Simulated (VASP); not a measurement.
Write the native input for VASP 6.6.1 that does the following.

* Task: single point
* Functional: PBE
* Potentials or basis: VASP PAW PBE potentials, release 64 (Al, Co)
* Cutoff: 520 eV
* k mesh: 12 × 12 × 18
* Occupations: gaussian, width 0.1 eV
* Spin: no spin polarisation
* Dipole correction: no
* Further INCAR settings: ALGO = Normal; EDIFF = 1e-06; NBANDS = 18

The structure of AlCo2 lies in POSCAR:

```
AlCo2
1.0
    3.9475736521      0.0000000000      0.0000000000
   -1.9737868260      3.4186990660      0.0000000000
    0.0000000000      0.0000000000      2.5861557133
Al Co
1 2
Direct
    0.0000000000      0.0000000000      0.0000000000
    0.3333333333      0.6666666667      0.5000000000
    0.6666666667      0.3333333333      0.5000000000
```

One way to write it, as run:

INCAR

```
PREC = Accurate ; ENCUT = 520
EDIFF = 1E-6 ; ISMEAR = 0
SIGMA = 0.1 ; LREAL = F
LASPH = T ; NELM = 100
ALGO = Normal ; ISIF = 2
LWAVE = F ; LCHARG = T
GGA = PE ; LELF = T
LVHAR = T ; NBANDS = 18
```

KPOINTS

```
regular mesh
0
Gamma
  12 12 18
```

Potentials or basis: VASP PAW PBE potentials, release 64 (Al, Co).

The run is started by

```bash
$ cat potpaw_PBE.64/Al/POTCAR potpaw_PBE.64/Co/POTCAR > POTCAR
$ mpirun -np 1 vasp_std > vasp.out
```

Results of the run:

```
Pressure : -0.2 GPa
```

Wall time 3.3 min on 1 thread of Intel Xeon 8259CL, with other jobs on the host, peak memory 0.24 GiB.
